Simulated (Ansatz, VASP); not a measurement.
**One calculation of RbCl, two programs**

File INCAR:

```
SYSTEM = RbCl
PREC = Accurate
ENCUT = 500
EDIFF = 1E-6
ISMEAR = 0
SIGMA = 0.05
LREAL = .FALSE.
LASPH = .TRUE.
NELM = 120
ALGO = Normal
ISIF = 2
LWAVE = .FALSE.
LCHARG = .FALSE.
GGA = PE
NBANDS = 15
GGA_COMPAT = .FALSE.
```

The input KPOINTS:

```
Automatic mesh
0
G
  6 6 6
  0 0 0
```

POSCAR

```
RbCl
1.0
    0.0000000000      3.0120800000      3.0120800000
    3.0120800000      0.0000000000      3.0120800000
    3.0120800000      3.0120800000      0.0000000000
Rb Cl
1 1
Direct
    0.0000000000      0.0000000000      0.0000000000
    0.5000000000      0.5000000000      0.5000000000
```

Input for Ansatz:

```yaml
crystal:
  lattice:
    - [0.0, 3.01208, 3.01208]
    - [3.01208, 0.0, 3.01208]
    - [3.01208, 3.01208, 0.0]
  atoms:
    - { symbol: Rb, position: [0.0, 0.0, 0.0] }
    - { symbol: Cl, position: [0.5, 0.5, 0.5] }
basis:
  ecutwfc: 420
kpoints:
  mp_grid: { grid: [6, 6, 6] }
hamiltonian:
  xc: pbe
scf:
  occupations: { method: gaussian, width: 0.05 }
output:
  forces: true
  stress: true
  eigenvalues: true
```

Change from the starting cell: strain -0.080 along x and y, -0.080 along z, atoms carried along.

Alike in both runs: task single point; functional PBE; k mesh 6 × 6 × 6; occupations gaussian, width 0.05 eV; no spin polarisation.

|  | VASP | Ansatz |
| --- | --- | --- |
| version | VASP 6.6.1 | Ansatz 0.2.0 |
| potentials or method | VASP PAW PBE potentials, release 64 (Rb_sv, Cl), cutoff 500 eV | scalar-relativistic, plane waves, PAW |
| valence electrons in the cell | 16 | 16 |

|  | VASP | Ansatz | Ansatz less VASP |
| --- | --- | --- | --- |
| gap on the k mesh at the Fermi level (eV) | 5.83 | 5.83 | 0.000 |
| least direct gap on the mesh (eV) | 5.86 | 5.85 | -0.003 |
| pressure (GPa) | 10.1 | 10.0 | -0.08 |
